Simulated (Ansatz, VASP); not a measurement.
## YAl3N4 in VASP and in Ansatz

```
CELL_PARAMETERS angstrom
3.24972 0.00000 0.00000
-1.62486 2.81434 0.00000
0.00000 0.00000 10.61924
ATOMIC_POSITIONS crystal
Al 0.33333 0.66667 0.02200
Al 0.33333 0.66667 0.47829
Al 0.66667 0.33333 0.24999
Y 0.66667 0.33333 0.74697
N 0.33333 0.66667 0.20030
N 0.33333 0.66667 0.65497
N 0.66667 0.33333 0.42862
N 0.66667 0.33333 0.96887
```

Alike in both runs: task single point; functional PBE; k mesh 12 × 12 × 4; occupations fermi-dirac, width 0.02 eV; no spin polarisation.

```csv
,VASP,Ansatz
version,VASP 6.6.1,Ansatz 0.2.0
potentials or method,"VASP PAW PBE potentials, release 64 (Al, Y_sv, N)","plane waves, PAW"
plane-wave cutoff (eV),520,420
valence electrons in the cell,40,40
```

Ansatz gave:

| Property | Result |
| --- | --- |
| gap on the k mesh at the Fermi level (eV) | 2.38 |
| pressure (GPa) | 3.3 |
| traceless stress, the component that is largest in VASP (GPa) | -0.09 |
| rms of the force components (eV/Å) | 0.056 |

Problem. What did VASP give for the same quantities?

Solution. gap on the k mesh at the Fermi level (eV): 2.38; pressure (GPa): 3.1; traceless stress, the component that is largest in VASP (GPa): -0.01; rms of the force components (eV/Å): 0.057.

Atom by atom the forces differ by 0.003 eV/Å (rms over components).
